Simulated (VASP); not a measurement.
# BaF2 (Fm-3m) in VASP: notebook, part 3 of 4

VASP 6.6.1. Earlier steps stand in the parts before.

### Step 4. Single point, LDA

The input, INCAR:

```
PREC = Accurate ; ENCUT = 600
EDIFF = 1E-6 ; ISMEAR = 0
SIGMA = 0.01 ; LREAL = F
LASPH = T ; NELM = 120
ALGO = Normal ; ISIF = 2
LWAVE = F ; LCHARG = T
GGA = CA ; LELF = T
LVHAR = T ; NBANDS = 19
GGA_COMPAT = F
```

The input, KPOINTS:

```
regular mesh
0
Gamma
  4 4 4
```

The input, POSCAR:

```
BaF2
1.0
    0.0000000000      3.0971612412      3.0971612412
    3.0971612412      0.0000000000      3.0971612412
    3.0971612412      3.0971612412      0.0000000000
Ba F
1 2
Direct
    0.0000000000      0.0000000000      0.0000000000
    0.2500000000      0.2500000000      0.2500000000
    0.7500000000      0.7500000000      0.7500000000
```

Potentials or basis: VASP PAW LDA potentials, release 64 (Ba_sv, F).

On the command line:

```bash
cat potpaw_LDA.64/Ba_sv/POTCAR potpaw_LDA.64/F/POTCAR > POTCAR
mpirun -np 1 vasp_std > vasp.out
```

OUTCAR:

```text
PREC = Accurate
   ENCUT = 600
   EDIFF = 1E-6
   ISMEAR = 0
   LREAL = F
   LASPH = T
   NELM = 120
   ISIF = 2
   GGA = CA

 ion  position               nearest neighbor table
   1  0.000  0.000  0.000-   3 2.68   3 2.68   3 2.68   2 2.68   3 2.68   2 2.68   2 2.68   2 2.68

   2  0.250  0.250  0.250-   1 2.68   1 2.68   1 2.68   1 2.68
   3  0.750  0.750  0.750-   1 2.68   1 2.68   1 2.68   1 2.68

  LATTYP: Found a face centered cubic cell.
 ALAT       =     6.1943224824

  Lattice vectors:

 A1 = (   0.0000000000,   3.0971612412,   3.0971612412)
 A2 = (   3.0971612412,   0.0000000000,   3.0971612412)
 A3 = (   3.0971612412,   3.0971612412,   0.0000000000)

Analysis of symmetry for initial positions (statically):
=====================================================================
 Subroutine PRICEL returns:
 Original cell was already a primitive cell.

 Routine SETGRP: Setting up the symmetry group for a
 face centered cubic supercell.

 Subroutine GETGRP returns: Found 48 space group operations
 (whereof 48 operations were pure point group operations)
 out of a pool of 48 trial point group operations.

The static configuration has the point symmetry O_h .

Analysis of symmetry for dynamics (positions and initial velocities):
=====================================================================
 Subroutine PRICEL returns:
 Original cell was already a primitive cell.

 Routine SETGRP: Setting up the symmetry group for a
 face centered cubic supercell.

 Subroutine GETGRP returns: Found 48 space group operations
 (whereof 48 operations were pure point group operations)
 out of a pool of 48 trial point group operations.

The dynamic configuration has the point symmetry O_h .

 Subroutine INISYM returns: Found 48 space group operations
 (whereof 48 operations are pure point group operations),
 and found     1 'primitive' translations

----------------------------------------------------------------------------------------

                                     Primitive cell

  volume of cell :      59.4185

  direct lattice vectors                    reciprocal lattice vectors
     0.000000000  3.097161241  3.097161241    -0.161438156  0.161438156  0.161438156
     3.097161241  0.000000000  3.097161241     0.161438156 -0.161438156  0.161438156
     3.097161241  3.097161241  0.000000000     0.161438156  0.161438156 -0.161438156

  length of vectors
     4.380047432  4.380047432  4.380047432     0.279619089  0.279619089  0.279619089

  position of ions in fractional coordinates (direct lattice)
     0.000000000  0.000000000  0.000000000
     0.250000000  0.250000000  0.250000000
     0.750000000  0.750000000  0.750000000

  ion indices of the primitive-cell ions
   primitive index   ion index
                 1           1
                 2           2
                 3           3

----------------------------------------------------------------------------------------

 KPOINTS: regular mesh

Automatic generation of k-mesh.
 Grid dimensions read from file:
 generate k-points for:    4    4    4

 Generating k-lattice:

  Cartesian coordinates                     Fractional coordinates (reciprocal lattice)
    -0.040359539  0.040359539  0.040359539     0.250000000  0.000000000  0.000000000
     0.040359539 -0.040359539  0.040359539     0.000000000  0.250000000  0.000000000
     0.040359539  0.040359539 -0.040359539     0.000000000  0.000000000  0.250000000

  Length of vectors
     0.069904772  0.069904772  0.069904772

  Shift w.r.t. Gamma in fractional coordinates (k-lattice)
     0.000000000  0.000000000  0.000000000

 Subroutine IBZKPT returns following result:
 ===========================================

 Found      8 irreducible k-points:

 Following reciprocal coordinates:
            Coordinates               Weight
  0.000000  0.000000  0.000000      1.000000
  0.250000  0.000000  0.000000      8.000000
  0.500000  0.000000  0.000000      4.000000
  0.250000  0.250000  0.000000      6.000000
  0.500000  0.250000  0.000000     24.000000
 -0.250000  0.250000  0.000000     12.000000
  0.500000  0.500000  0.000000      3.000000
 -0.250000  0.500000  0.250000      6.000000
   k-points           NKPTS =      8   k-points in BZ     NKDIM =      8   number of bands    NBANDS=     19
   number of dos      NEDOS =    301   number of ions     NIONS =      3
   total plane-waves  NPLWV =  46656
   dimension x,y,z NGX =    36 NGY =   36 NGZ =   36
   dimension x,y,z NGXF=    72 NGYF=   72 NGZF=   72
   ions per type =               1   2
   NGX,Y,Z   is equivalent  to a cutoff of  13.66, 13.66, 13.66 a.u.
   NGXF,Y,Z  is equivalent  to a cutoff of  27.33, 27.33, 27.33 a.u.
 SYSTEM =  unknown system
   PREC   = accura    normal or accurate (medium, high low for compatibility)
   ISTART =      0    job   : 0-new  1-cont  2-samecut
   ICHARG =      2    charge: 1-file 2-atom 10-const
   ISPIN  =      1    spin polarized calculation?
   LNONCOLLINEAR =      F non collinear calculations
   LSORBIT =      F    spin-orbit coupling
   LASPH  =      T    aspherical Exc in radial PAW
   ENCUT  =  600.0 eV  44.10 Ry    6.64 a.u.   8.75  8.75  8.75*2*pi/ulx,y,z
   NELM   =    120;   NELMIN=  2; NELMDL= -5     # of ELM steps
   EDIFF  = 0.1E-05   stopping-criterion for ELM
   LREAL  =      F    real-space projection
   EDIFFG = 0.1E-04   stopping-criterion for IOM
   NSW    =      0    number of steps for IOM
   IBRION =     -1    ionic relax: 0-MD 1-quasi-New 2-CG
   NFREE  =      0    steps in history (QN), initial steepest desc. (CG)
   ISIF   =      2    stress and relaxation
   ISYM   =      2    0-nonsym 1-usesym 2-fastsym
   POTIM  = 0.5000    time-step for ionic-motion
   TEBEG  =    0.0;   TEEND  =   0.0 temperature during run
   PSTRESS=    0.0 pullay stress
   NELECT =      24.0000    total number of electrons
   NUPDOWN=      -1.0000    fix difference up-down
   EMIN   =  10.00;   EMAX   =-10.00  energy-range for DOS
   EFERMI =   0.00;   METHOD = LEGACY
   ISMEAR =     0;   SIGMA  =   0.01  broadening in eV -4-tet -1-fermi 0-gaus
   EFERMI_NEDOS =   21; number of points for ismear=-14 and -15
   IALGO  =     38    algorithm
   IMIX   =      4    mixing-type and parameters
     AMIX     =   0.40;   BMIX     =  1.00
     AMIX_MAG =   1.60;   BMIX_MAG =  1.00
  volume/ion in A,a.u.               =      19.81       133.66
  Fermi-wavevector in a.u.,A,eV,Ry     =   1.210147  2.286846 19.925127  1.464456
  Thomas-Fermi vector in A             =   2.345703
   LORBIT       =      0    0 simple, 1 ext, 2 COOP (PROOUT), +10 PAW based schemes
   GGA     = CA    functional components
   LHFCALC =     F    Hartree Fock is set to
   AEXX    =    0.0000 exact exchange contribution
   IVDW    =     0    specifies the selected vdW correction
   LEPSILON=     F    determine dielectric tensor
   LRPA    =     F    only Hartree local field effects (RPA)
 non-spin polarized calculation
 Gauss-broadening in eV      SIGMA  =   0.01
  energy-cutoff  :      600.00
  volume of cell :       59.42
 maximum number of plane-waves:      2012
 NGX is ok and might be reduce to    36
   NGX = 17   NGY = 17   NGZ = 17

 number of electron      24.0000001 magnetization

 Free energy of the ion-electron system (eV)
  ---------------------------------------------------
  ext. energy  EPLUGINS =         0.00000000
  ---------------------------------------------------
  free energy    TOTEN  =       -18.60234180 eV

  energy without entropy =      -18.60234180  energy(sigma->0) =      -18.60234180

 E-fermi :  -2.4038     XC(G=0):  -9.3468

 val. band max:       -2.4528259017   @ k =  -0.2500   0.2500   0.0000
 cond. band min:       3.9465662457   @ k =   0.0000   0.0000   0.0000
 fundamental gap:      6.3993921474
 Fermi energy:        -2.4037537361

 k-point     1 :       0.0000    0.0000    0.0000
  band No.  band energies     occupation
      1     -25.3643      2.00000
      2     -20.9561      2.00000
      3     -20.9226      2.00000
      4     -10.2281      2.00000
      5     -10.2281      2.00000
      6     -10.2281      2.00000
[... 11 lines left out ...]
     18       8.8862      0.00000
     19      12.6280      0.00000
[... 133 lines left out ...]
 k-point     8 :      -0.2500    0.5000    0.2500
  band No.  band energies     occupation
      1     -25.0707      2.00000
      2     -21.2003      2.00000
      3     -21.2003      2.00000
      4     -10.6727      2.00000
      5     -10.3492      2.00000
      6     -10.3492      2.00000
[... 11 lines left out ...]
     18      11.9471      0.00000
     19      12.2464      0.00000

------------------------ aborting loop because EDIFF is reached ----------------------------------------

  FORCE on cell =-STRESS in cart. coord.  units (eV):
  Direction    XX          YY          ZZ          XY          YZ          ZX
  --------------------------------------------------------------------------------------
  -------------------------------------------------------------------------------------
  Total       -1.2266098     -1.2266098     -1.2266098      0.0000000      0.0000000     -0.0000000
  in kB      -33.0746742    -33.0746742    -33.0746742      0.0000000      0.0000000     -0.0000000
  external PRESSURE =     -33.0746742 kB  Pullay stress =       0.0000000 kB

 VOLUME and BASIS-vectors are now :
 -----------------------------------------------------------------------------
  energy-cutoff  :      600.00
  volume of cell :       59.42
      direct lattice vectors                 reciprocal lattice vectors
     0.000000000  3.097161241  3.097161241    -0.161438156  0.161438156  0.161438156
     3.097161241  0.000000000  3.097161241     0.161438156 -0.161438156  0.161438156
     3.097161241  3.097161241  0.000000000     0.161438156  0.161438156 -0.161438156

 POSITION                                       TOTAL-FORCE (eV/Angst)
 -----------------------------------------------------------------------------------
      0.00000      0.00000      0.00000        -0.000000     -0.000000     -0.000000
      1.54858      1.54858      1.54858        -0.000000     -0.000000     -0.000000
      4.64574      4.64574      4.64574         0.000000      0.000000      0.000000
 -----------------------------------------------------------------------------------
    total drift:                                0.000000      0.000000      0.000000

  FREE ENERGIE OF THE ION-ELECTRON SYSTEM (eV)
  ---------------------------------------------------
  free  energy   TOTEN  =       -18.6023418003 eV

  energy  without entropy=      -18.6023418003  energy(sigma->0) =      -18.60234180
```

OSZICAR:

```text
N       E                     dE             d eps       ncg     rms          rms(c)
DAV:   1     0.164417571939E+03    0.16442E+03   -0.14202E+04   304   0.133E+03
DAV:   2    -0.107398652090E+02   -0.17516E+03   -0.16960E+03   382   0.278E+02
DAV:   3    -0.201184201027E+02   -0.93786E+01   -0.93312E+01   359   0.655E+01
DAV:   4    -0.203296499156E+02   -0.21123E+00   -0.21106E+00   416   0.896E+00
DAV:   5    -0.203335548739E+02   -0.39050E-02   -0.39048E-02   364   0.818E-01    0.828E+00
DAV:   6    -0.186952125765E+02    0.16383E+01   -0.71206E+00   310   0.200E+01    0.439E+00
DAV:   7    -0.186340705500E+02    0.61142E-01   -0.24751E-01   333   0.380E+00    0.218E+00
DAV:   8    -0.186000702131E+02    0.34000E-01   -0.50939E-02   347   0.220E+00    0.264E-01
DAV:   9    -0.186014097294E+02   -0.13395E-02   -0.53693E-03   395   0.451E-01    0.125E-01
DAV:  10    -0.186023519499E+02   -0.94222E-03   -0.99119E-04   316   0.221E-01    0.320E-02
DAV:  11    -0.186023369412E+02    0.15009E-04   -0.58482E-05   342   0.604E-02    0.170E-02
DAV:  12    -0.186023419786E+02   -0.50374E-05   -0.89285E-06   328   0.207E-02    0.268E-03
DAV:  13    -0.186023418003E+02    0.17839E-06   -0.78141E-07   299   0.545E-03
   1 F= -.18602342E+02 E0= -.18602342E+02  d E =-.368365E-13
```

stdout:

```text
POSCAR found type information on POSCAR BaF
 POSCAR found :  2 types and       3 ions
 scaLAPACK will be used
 LDA part: xc-table for (Slater(with rela. corr.)+CA(PZ))
 , standard interpolation
 POSCAR, INCAR and KPOINTS ok, starting setup
 FFT: planning ... GRIDC
 FFT: planning ... GRID_SOFT
 FFT: planning ... GRID
 WAVECAR not read
 entering main loop
```

Run time: 18 s. Hardware: 1 thread of Intel Xeon 8259CL, shared host; peak memory 0.17 GiB.

Results:

| Quantity | Value |
| --- | --- |
| Free energy | -18.6023 eV |
| Pressure | -3.3 GPa |
| Band gap on the k mesh | 6.40 eV (least direct gap 6.49 eV) |

Caveat: the k points lie up to 0.44 Å⁻¹ apart; spin-orbit coupling is left out, which moves the levels of the heavy elements. A k mesh can miss the band edges.

### Step 5. Single point, r2SCAN

POSCAR is that of step 4.

The input, INCAR.step1:

```
PREC = Accurate
ENCUT = 660
ISMEAR = 0
SIGMA = 0.01
LREAL = F
LASPH = T
NELM = 120
NBANDS = 19
GGA = PE
ALGO = Normal
EDIFF = 1E-5
LWAVE = T
LCHARG = F
GGA_COMPAT = F
```

The input, INCAR.step2:

```
PREC = Accurate
ENCUT = 660
EDIFF = 1E-6
ISMEAR = 0
SIGMA = 0.01
LREAL = F
LASPH = T
NELM = 120
ALGO = Normal
ISIF = 2
LWAVE = F
LCHARG = F
METAGGA = R2SCAN
LMIXTAU = T
NBANDS = 19
ISTART = 1
GGA_COMPAT = F
```

The input, KPOINTS:

```
Automatic mesh
0
Gamma
  4 4 4
```

Potentials or basis: VASP PAW PBE potentials, release 64 (Ba_sv, F).

On the command line:

```bash
cat potpaw_PBE.64/Ba_sv/POTCAR potpaw_PBE.64/F/POTCAR > POTCAR
cp INCAR.step1 INCAR
mpirun -np 1 vasp_std > vasp.out
cp INCAR.step2 INCAR
mpirun -np 1 vasp_std > vasp.out
```

OUTCAR:

```text
PREC = Accurate
   ENCUT = 660
   EDIFF = 1E-6
   ISMEAR = 0
   LREAL = F
   LASPH = T
   NELM = 120
   ISIF = 2
   METAGGA = R2SCAN
   ISTART = 1

 ion  position               nearest neighbor table
   1  0.000  0.000  0.000-   3 2.68   3 2.68   3 2.68   2 2.68   3 2.68   2 2.68   2 2.68   2 2.68

   2  0.250  0.250  0.250-   1 2.68   1 2.68   1 2.68   1 2.68
   3  0.750  0.750  0.750-   1 2.68   1 2.68   1 2.68   1 2.68

  LATTYP: Found a face centered cubic cell.
 ALAT       =     6.1943224824
[... 351 lines left out ...]

  FORCE on cell =-STRESS in cart. coord.  units (eV):
  Direction    XX          YY          ZZ          XY          YZ          ZX
  --------------------------------------------------------------------------------------
  -------------------------------------------------------------------------------------
  Total        0.3351224      0.3351224      0.3351224      0.0000000      0.0000000      0.0000000
  in kB        9.0363410      9.0363410      9.0363410      0.0000000      0.0000000      0.0000000
  external PRESSURE =       9.0363410 kB  Pullay stress =       0.0000000 kB

 VOLUME and BASIS-vectors are now :
 -----------------------------------------------------------------------------
  energy-cutoff  :      660.00
  volume of cell :       59.42
      direct lattice vectors                 reciprocal lattice vectors
     0.000000000  3.097161241  3.097161241    -0.161438156  0.161438156  0.161438156
     3.097161241  0.000000000  3.097161241     0.161438156 -0.161438156  0.161438156
     3.097161241  3.097161241  0.000000000     0.161438156  0.161438156 -0.161438156

 POSITION                                       TOTAL-FORCE (eV/Angst)
 -----------------------------------------------------------------------------------
      0.00000      0.00000      0.00000         0.000000      0.000000      0.000000
      1.54858      1.54858      1.54858         0.000000     -0.000000     -0.000000
      4.64574      4.64574      4.64574        -0.000000      0.000000      0.000000
 -----------------------------------------------------------------------------------
    total drift:                                0.000000     -0.000000      0.000000

  FREE ENERGIE OF THE ION-ELECTRON SYSTEM (eV)
  ---------------------------------------------------
  free  energy   TOTEN  =       -45.0673806949 eV

  energy  without entropy=      -45.0673806949  energy(sigma->0) =      -45.06738069
```

OUTCAR.step1:

```text
PREC = Accurate
   ENCUT = 660
   ISMEAR = 0
   LREAL = F
[... 384 lines left out ...]
      0.00000      0.00000      0.00000         0.000000      0.000000     -0.000000
      1.54858      1.54858      1.54858         0.000000     -0.000000      0.000000
      4.64574      4.64574      4.64574        -0.000000     -0.000000     -0.000000
 -----------------------------------------------------------------------------------
    total drift:                                0.000000     -0.000000      0.000000

  FREE ENERGIE OF THE ION-ELECTRON SYSTEM (eV)
  ---------------------------------------------------
  free  energy   TOTEN  =       -17.1131235993 eV

  energy  without entropy=      -17.1131235993  energy(sigma->0) =      -17.11312360
```

OSZICAR.step1:

```text
N       E                     dE             d eps       ncg     rms          rms(c)
DAV:   1     0.164378699638E+03    0.16438E+03   -0.14935E+04   304   0.143E+03
DAV:   2    -0.100113523470E+02   -0.17439E+03   -0.17030E+03   388   0.277E+02
DAV:   3    -0.187250404360E+02   -0.87137E+01   -0.86824E+01   375   0.616E+01
DAV:   4    -0.188729232276E+02   -0.14788E+00   -0.14768E+00   374   0.790E+00
DAV:   5    -0.188760828784E+02   -0.31597E-02   -0.31592E-02   347   0.926E-01    0.856E+00
DAV:   6    -0.170955268702E+02    0.17806E+01   -0.76049E+00   313   0.213E+01    0.426E+00
DAV:   7    -0.170866936581E+02    0.88332E-02   -0.27063E-01   333   0.407E+00    0.221E+00
DAV:   8    -0.171037336147E+02   -0.17040E-01   -0.64650E-02   312   0.277E+00    0.300E-01
DAV:   9    -0.171100034378E+02   -0.62698E-02   -0.10660E-02   340   0.742E-01    0.141E-01
DAV:  10    -0.171131089901E+02   -0.31056E-02   -0.33896E-03   318   0.388E-01    0.372E-02
DAV:  11    -0.171131036855E+02    0.53046E-05   -0.18840E-04   353   0.108E-01    0.213E-02
DAV:  12    -0.171131230765E+02   -0.19391E-04   -0.53663E-05   303   0.522E-02    0.367E-03
DAV:  13    -0.171131235993E+02   -0.52276E-06   -0.77528E-07   263   0.729E-03
   1 F= -.17113124E+02 E0= -.17113124E+02  d E =-.120877E-18
```

It took 2.4 min on 1 thread of Intel Xeon 8259CL, shared host; peak memory 0.26 GiB.

Results:

| Property | Result |
| --- | --- |
| Free energy | -45.0674 eV |
| Pressure | 0.9 GPa |
| Band gap on the k mesh | 7.34 eV (least direct gap 7.43 eV) |

Levels at points of the mesh, in eV from the valence-band top:
| k point | band 9 | band 10 | band 11 | band 12 | band 13 | band 14 | band 15 | band 16 |
| --- | --- | --- | --- | --- | --- | --- | --- | --- |
| (0.00, 0.00, 0.00) | -1.49 | -0.09 | -0.09 | -0.09 | 7.34 | 9.91 | 9.91 | 12.29 |
| (0.50, 0.00, 0.00) | -0.66 | -0.35 | -0.17 | -0.17 | 9.86 | 9.86 | 9.96 | 10.12 |
| (0.50, 0.50, 0.00) | -0.36 | -0.32 | -0.32 | -0.14 | 7.69 | 9.86 | 11.40 | 12.86 |

Caveat: the k points lie up to 0.44 Å⁻¹ apart; the PAW data sets were made with another functional, which shifts forces and pressure a little; spin-orbit coupling is left out, which moves the levels of the heavy elements.

[end of part 3 of 4]
